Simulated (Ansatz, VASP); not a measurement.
## Two plane-wave programs on La2O3

The input INCAR:

```
ALGO = Normal
EDIFF = 1E-7
ENCUT = 520
GGA = PE
ISIF = 2
ISMEAR = 0
LASPH = True
LCHARG = False
LREAL = False
LWAVE = False
NBANDS = 28
NELM = 60
PREC = Accurate
SIGMA = 0.01
```

The input KPOINTS:

```
k-points
0
Gamma
  6 6 4
```

POSCAR

```
La2O3
1.0
    3.9307778800      0.0000000000      0.0000000000
   -1.9653889400      3.4041535000      0.0000000000
    0.0000000000      0.0000000000      6.1119535200
La O
2 3
Direct
    0.6666666698      0.3333333294      0.7537643202
    0.3333333302      0.6666666706      0.2462356798
    0.6666666698      0.3333333294      0.3541093503
    0.3333333302      0.6666666706      0.6458906497
    0.0000000000      0.0000000000      0.0000000000
```

Input for Ansatz:

```yaml
crystal:
  lattice:
    - [3.93077788, 0.0, 0.0]
    - [-1.96538894, 3.4041535, 0.0]
    - [0.0, 0.0, 6.11195352]
  atoms:
    - { symbol: La, position: [0.6666666697963263, 0.33333332941654953, 0.7537643201841627] }
    - { symbol: La, position: [0.3333333302036738, 0.6666666705834504, 0.24623567981583733] }
    - { symbol: O, position: [0.6666666697963263, 0.33333332941654953, 0.3541093502949283] }
    - { symbol: O, position: [0.3333333302036738, 0.6666666705834504, 0.6458906497050717] }
    - { symbol: O, position: [0.0, 0.0, 0.0] }
kpoints:
  mp_grid:
    grid: [6, 6, 4]
    shift: [0.0, 0.0, 0.0]
hamiltonian:
  xc: pbe
scf:
  occupations:
    method: fixed
output:
  stress: true
  eigenvalues: true
```

Alike in both runs: task single point; functional PBE; k mesh 6 × 6 × 4; no spin polarisation.

```csv
,VASP,Ansatz
version,VASP 6.6.1,Ansatz 0.2.0
potentials or method,"VASP PAW PBE potentials, release 64 (La, O)","plane waves, PAW"
plane-wave cutoff (eV),520,420
occupations,"gaussian, width 0.01 eV",fixed
valence electrons in the cell,40,40
```

```tsv
	VASP	Ansatz	Ansatz less VASP
gap on the k mesh at the Fermi level (eV)	3.86	3.84	-0.017
pressure (GPa)	1.6	1.9	+0.29
traceless stress, the component that is largest in VASP (GPa)	0.22	0.18	-0.042
```

Spin-orbit coupling is off throughout.
